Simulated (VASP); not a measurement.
A run of VASP 6.6.1 is set up as follows.

File INCAR:

```
ALGO = Normal
EDIFF = 1E-6
ENCUT = 500
GGA = PS
GGA_COMPAT = F
ISIF = 2
ISMEAR = 0
LASPH = T
LCHARG = F
LREAL = F
LWAVE = F
NBANDS = 12
NELM = 120
PREC = Accurate
SIGMA = 0.1
```

File KPOINTS:

```
k-points
0
Gamma
  8 8 8
```

File POSCAR:

```
Ga
1.0
    0.0000000000      1.9851185135      1.9851185135
    1.9851185135      0.0000000000      1.9851185135
    1.9851185135      1.9851185135      0.0000000000
Ga
1
Direct
    0.0000000000      0.0000000000      0.0000000000
```

Potentials or basis: VASP PAW PBE potentials, release 64 (Ga_d).

Run with:

```bash
$ cat potpaw_PBE.64/Ga_d/POTCAR > POTCAR
$ mpirun -np 1 vasp_std > vasp.out
```

Question: Estimate the pressure.

Answer: 9.2 GPa.

Caveat: the cell differs from its parent crystal (Al replaced by Ga, lengths x 1.005, strained); the PAW data sets were made with another functional, which shifts forces and pressure a little.
